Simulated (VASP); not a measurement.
# KCl2 (R-3m) in VASP: notebook, part 2 of 2

VASP 6.6.1. The steps go on from the part before.

## Step 3: Single point, PBE

This run uses another cell than the first one, of 36.72 Å³/atom, 1.171 times its volume.

INCAR

```
ALGO = Normal
EDIFF = 1E-7
ENCUT = 520
GGA = PE
ISIF = 2
ISMEAR = 0
LASPH = True
LCHARG = True
LELF = True
LREAL = False
LVHAR = True
LWAVE = False
NBANDS = 18
NELM = 100
PREC = Accurate
SIGMA = 0.1
```

KPOINTS

```
k-points
0
Gamma
  6 6 6
```

POSCAR

```
KCl2
1.0
    2.6313990100      1.5192389200      4.5926873800
   -2.6313990100      1.5192389200      4.5926873800
    0.0000000000     -3.0384778500      4.5926873800
K Cl
1 2
Direct
    0.5000000000      0.5000000000      0.5000000000
    0.7964385900      0.7964385900      0.7964385900
    0.2035614100      0.2035614100      0.2035614100
```

Potentials or basis: VASP PAW PBE potentials, release 64 (K_sv, Cl).

On the command line:

```sh
$ cat potpaw_PBE.64/K_sv/POTCAR potpaw_PBE.64/Cl/POTCAR > POTCAR
$ mpirun -np 1 vasp_std > vasp.out
```

OUTCAR:

```text
EDIFF = 1E-7
   ENCUT = 520
   GGA = PE
   ISIF = 2
   ISMEAR = 0
   LASPH = True
   LREAL = False
   NELM = 100
   PREC = Accurate

 ion  position               nearest neighbor table
   1  0.500  0.500  0.500-   3 3.08   2 3.08   3 3.08   3 3.08   2 3.08   2 3.08
   2  0.796  0.796  0.796-   1 3.08   1 3.08   1 3.08
   3  0.204  0.204  0.204-   1 3.08   1 3.08   1 3.08

  LATTYP: Found a trigonal (rhomboedric) cell.
 ALAT       =     5.5068253119
 COS(alpha) =     0.5433317590

  Lattice vectors:

 A1 = (   2.6313990100,   1.5192389200,   4.5926873800)
 A2 = (  -2.6313990100,   1.5192389200,   4.5926873800)
 A3 = (   0.0000000000,  -3.0384778500,   4.5926873800)

Analysis of symmetry for initial positions (statically):
=====================================================================
 Subroutine PRICEL returns:
 Original cell was already a primitive cell.

 Routine SETGRP: Setting up the symmetry group for a
 trigonal (rhombohedral) supercell.

 Subroutine GETGRP returns: Found 12 space group operations
 (whereof 12 operations were pure point group operations)
 out of a pool of 12 trial point group operations.

The static configuration has the point symmetry D_3d.

Analysis of symmetry for dynamics (positions and initial velocities):
=====================================================================
 Subroutine PRICEL returns:
 Original cell was already a primitive cell.

 Routine SETGRP: Setting up the symmetry group for a
 trigonal (rhombohedral) supercell.

 Subroutine GETGRP returns: Found 12 space group operations
 (whereof 12 operations were pure point group operations)
 out of a pool of 12 trial point group operations.

The dynamic configuration has the point symmetry D_3d.

[... 114 lines left out ...]
   EFERMI =   0.00;   METHOD = LEGACY
   ISMEAR =     0;   SIGMA  =   0.10  broadening in eV -4-tet -1-fermi 0-gaus
   EFERMI_NEDOS =   21; number of points for ismear=-14 and -15
   IALGO  =     38    algorithm
   IMIX   =      4    mixing-type and parameters
     AMIX     =   0.40;   BMIX     =  1.00
     AMIX_MAG =   1.60;   BMIX_MAG =  1.00
  volume/ion in A,a.u.               =      36.72       247.80
  Fermi-wavevector in a.u.,A,eV,Ry     =   0.971197  1.835295 12.833325  0.943223
  Thomas-Fermi vector in A             =   2.101394
   LORBIT       =      0    0 simple, 1 ext, 2 COOP (PROOUT), +10 PAW based schemes
   GGA     = PE    functional components
   LHFCALC =     F    Hartree Fock is set to
   AEXX    =    0.0000 exact exchange contribution
   IVDW    =     0    specifies the selected vdW correction
   LEPSILON=     F    determine dielectric tensor
   LRPA    =     F    only Hartree local field effects (RPA)
 non-spin polarized calculation
 Gauss-broadening in eV      SIGMA  =   0.10
  energy-cutoff  :      520.00
  volume of cell :      110.16
 maximum number of plane-waves:      2984
 NGX is ok and might be reduce to    42
   NGX = 21   NGY = 21   NGZ = 21

 number of electron      22.9999999 magnetization

 Free energy of the ion-electron system (eV)
  ---------------------------------------------------
  ext. energy  EPLUGINS =         0.00000000
  ---------------------------------------------------
  free energy    TOTEN  =        -7.47850331 eV

  energy without entropy =       -7.43219448  energy(sigma->0) =       -7.45534889

 E-fermi :  -2.3844     XC(G=0):  -6.7657

 val. band max:       -2.3903267878   @ k =  -0.3333  -0.3333   0.1667
 cond. band min:      -2.3636592066   @ k =   0.5000   0.5000  -0.0000
 fundamental gap:      0.0266675812
 Fermi energy:        -2.3843805623

 k-point     1 :       0.0000    0.0000    0.0000
  band No.  band energies     occupation
      1     -29.8442      2.00000
      2     -15.5094      2.00000
      3     -14.7465      2.00000
      4     -13.3648      2.00000
      5     -13.3586      2.00000
      6     -13.3586      2.00000
[... 481 lines left out ...]
      5     -13.3192      2.00000
      6     -13.1606      2.00000
[... 10 lines left out ...]
     17       7.2403      0.00000
     18       7.7688      0.00000

 [... further k-points ...]

------------------------ aborting loop because EDIFF is reached ----------------------------------------

  FORCE on cell =-STRESS in cart. coord.  units (eV):
  Direction    XX          YY          ZZ          XY          YZ          ZX
  --------------------------------------------------------------------------------------
  -------------------------------------------------------------------------------------
  Total        1.2307436      1.2307436     -0.6253657      0.0000000      0.0000000      0.0000000
  in kB       17.8997618     17.8997617     -9.0952305      0.0000000      0.0000000      0.0000000
  external PRESSURE =       8.9014310 kB  Pullay stress =       0.0000000 kB

 VOLUME and BASIS-vectors are now :
 -----------------------------------------------------------------------------
  energy-cutoff  :      520.00
  volume of cell :      110.16
      direct lattice vectors                 reciprocal lattice vectors
     2.631399010  1.519238920  4.592687380     0.190012992  0.109704053  0.072579147
    -2.631399010  1.519238920  4.592687380    -0.190012992  0.109704053  0.072579147
     0.000000000 -3.038477850  4.592687380     0.000000000 -0.219408105  0.072579147

 POSITION                                       TOTAL-FORCE (eV/Angst)
 -----------------------------------------------------------------------------------
      0.00000     -0.00000      6.88903         0.000000      0.000000     -0.000000
      0.00000     -0.00000     10.97338        -0.000000      0.000000     -0.017840
      0.00000     -0.00000      2.80468        -0.000000     -0.000000      0.017840
 -----------------------------------------------------------------------------------
    total drift:                               -0.000000      0.000000     -0.000000

  FREE ENERGIE OF THE ION-ELECTRON SYSTEM (eV)
  ---------------------------------------------------
  free  energy   TOTEN  =        -7.4785033062 eV

  energy  without entropy=       -7.4321944754  energy(sigma->0) =       -7.45534889
```

OSZICAR:

```text
N       E                     dE             d eps       ncg     rms          rms(c)
DAV:   1     0.166204381344E+03    0.16620E+03   -0.99636E+03  1152   0.105E+03
DAV:   2     0.536781026556E+01   -0.16084E+03   -0.15747E+03  1502   0.260E+02
DAV:   3    -0.740795472426E+01   -0.12776E+02   -0.12685E+02  1864   0.689E+01
DAV:   4    -0.761101027991E+01   -0.20306E+00   -0.20273E+00  1736   0.836E+00
DAV:   5    -0.762250155283E+01   -0.11491E-01   -0.11491E-01  1870   0.103E+00    0.376E+00
DAV:   6    -0.748155795721E+01    0.14094E+00   -0.26127E-01  1578   0.226E+00    0.250E+00
DAV:   7    -0.746883280081E+01    0.12725E-01   -0.15248E-01  1590   0.183E+00    0.974E-01
DAV:   8    -0.747727387132E+01   -0.84411E-02   -0.14741E-02  1468   0.825E-01    0.179E-01
DAV:   9    -0.747802627108E+01   -0.75240E-03   -0.68529E-04  1656   0.147E-01    0.654E-02
DAV:  10    -0.747848906200E+01   -0.46279E-03   -0.40201E-04  1292   0.164E-01    0.137E-02
DAV:  11    -0.747850019943E+01   -0.11137E-04   -0.10355E-05  1872   0.240E-02    0.848E-03
DAV:  12    -0.747850335789E+01   -0.31585E-05   -0.28732E-06  1332   0.154E-02    0.225E-03
DAV:  13    -0.747850325467E+01    0.10322E-06   -0.21054E-07  1520   0.277E-03    0.115E-03
DAV:  14    -0.747850330617E+01   -0.51506E-07   -0.83357E-08  1082   0.233E-03
   1 F= -.74785033E+01 E0= -.74553489E+01  d E =-.463088E-01
```

Run time: 74 s. Hardware: 1 thread of AMD EPYC 7R13 (Zen 3), shared host; peak memory 0.23 GiB.

Results:

```
Free energy   : -7.4785 eV
Pressure      : 0.9 GPa
Largest force : 0.018 eV/Å
```

Forces on the atoms (eV/Å):
```
K    0.000  0.000  0.000
Cl   0.000  0.000 -0.018
Cl   0.000  0.000  0.018
```

Caveat: an odd number of electrons without spin polarisation forces a metal; a magnetic or distorted state may lie lower.
